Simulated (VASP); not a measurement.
Here is a VASP 6.6.1 calculation.

INCAR

```
PREC = Accurate
ENCUT = 520
EDIFF = 1E-8
ISMEAR = -1
SIGMA = 0.05
LREAL = F
LASPH = T
NELM = 150
ALGO = Normal
ISIF = 2
LWAVE = F
LCHARG = F
ISPIN = 2
MAGMOM = 2
LORBIT = 11
LMAXMIX = 4
GGA = PE
LEFG = T
NBANDS = 14
```

Contents of KPOINTS:

```
regular mesh
0
Gamma
  18 18 18
```

The input POSCAR:

```
Co
1.0
    0.0000000000      1.7711757219      1.7711757219
    1.7711757219      0.0000000000      1.7711757219
    1.7711757219      1.7711757219      0.0000000000
Co
1
Direct
    0.0000000000      0.0000000000      0.0000000000
```

Potentials or basis: VASP PAW PBE potentials, release 64 (Co).

The run is started by

```sh
$ cat potpaw_PBE.64/Co/POTCAR > POTCAR
$ mpirun -np 1 vasp_std > vasp.out
```

(1) Estimate the net moment.

(2) Predict the pressure.

(3) What does it give for the site moments?

## Answers

(1) 1.64 μB per cell.

(2) -4.6 GPa.

(3) Co +1.66 μB.

Caveat: the cell stands under tension.
